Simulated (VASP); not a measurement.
PbSe: electric field gradients with PBEsol

PbSe:

```
Pb Se
1.0
     0.00000    3.10245    3.10245
     3.10245    0.00000    3.10245
     3.10245    3.10245    0.00000
Pb Se
1 1
Direct
  0.00000 0.00000 0.00000
  0.50000 0.50000 0.50000
```

This cell differs from its parent crystal: volume scaled by 1.04.

| Item | Value |
| --- | --- |
| Program | VASP 6.6.1 |
| Task | electric field gradients |
| Functional | PBEsol |
| Potentials or basis | VASP PAW PBE potentials, release 64 (Pb_d, Se) |
| Cutoff | 520 eV |
| k mesh | 7 × 7 × 7 |
| Occupations | fermi-dirac, width 0.02 eV |
| Spin | no spin polarisation |
| Dipole correction | no |
| Further INCAR settings | ALGO = Normal; EDIFF = 1e-08; NBANDS = 17 |

```
Pressure : -2.4 GPa
```

Levels at points of the mesh, in eV from the Fermi level:
| k point | band 6 | band 7 | band 8 | band 9 | band 10 | band 11 | band 12 | band 13 | band 14 | band 15 |
| --- | --- | --- | --- | --- | --- | --- | --- | --- | --- | --- |
| (0.00, 0.00, 0.00) | -13.46 | -6.58 | -1.88 | -1.88 | -1.88 | 4.40 | 4.40 | 4.40 | 6.35 | 6.35 |

It took 14 s on 1 thread of Intel(R) Xeon(R) 6975P-C (Granite Rapids), on a shared host, peak memory 0.21 GiB.

Caveat: this odd mesh misses L, where the gap lies, so gap, dielectric constants and Born charges aren't listed; without QUAD_EFG the Cq values of the log hold for a quadrupole moment of 1 mb, not for the nuclei; the PAW data sets were made with another functional, which shifts forces and pressure a little; spin-orbit coupling is left out, which moves the levels of the heavy elements.
